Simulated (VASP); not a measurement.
Set up this calculation in VASP 6.6.1, as the native input.

- Task: single point
- Functional: BLYP
- Potentials or basis: VASP PAW PBE potentials, release 64 (Pd)
- Cutoff: 520 eV
- k mesh: 14 × 14 × 14
- Occupations: fermi-dirac, width 0.1 eV
- Spin: no spin polarisation
- Dipole correction: no
- Further INCAR settings: ALGO = Normal; EDIFF = 1e-07; NBANDS = 11

The structure of Pd lies in POSCAR:

```
Pd
1.0
    0.0000000000      2.0158423276      2.0158423276
    2.0158423276      0.0000000000      2.0158423276
    2.0158423276      2.0158423276      0.0000000000
Pd
1
Direct
    0.0000000000      0.0000000000      0.0000000000
```

The input as run:

INCAR

```
SYSTEM = Pd
PREC = Accurate ; ENCUT = 520
EDIFF = 1E-7 ; ISMEAR = -1
SIGMA = 0.1 ; LREAL = .FALSE.
LASPH = .TRUE. ; NELM = 60
ALGO = Normal ; ISIF = 2
LWAVE = .FALSE. ; LCHARG = .FALSE.
GGA = B5 ; ALDAX = 1.0
AGGAX = 1.0 ; AGGAC = 1.0
ALDAC = 0.0 ; NBANDS = 11
```

KPOINTS

```
Automatic mesh
0
G
  14 14 14
  0 0 0
```

Potentials or basis: VASP PAW PBE potentials, release 64 (Pd).

Command:

```sh
$ cat potpaw_PBE.64/Pd/POTCAR > POTCAR
$ mpirun -np 1 vasp_std > vasp.out
```

It gave:

```yaml
Pressure: 0.3 GPa
Band_gap_on_the_k_mesh: zero (band 5 reaches 8.85 eV, above the bottom of band 6 at 7.49 eV)
```

Caveat: the PAW data sets were made with another functional, which shifts forces and pressure a little.

Run time: 15 s on 1 thread of Intel(R) Xeon(R) Platinum 8559C (Emerald Rapids), on a shared host, peak memory 0.15 GiB.
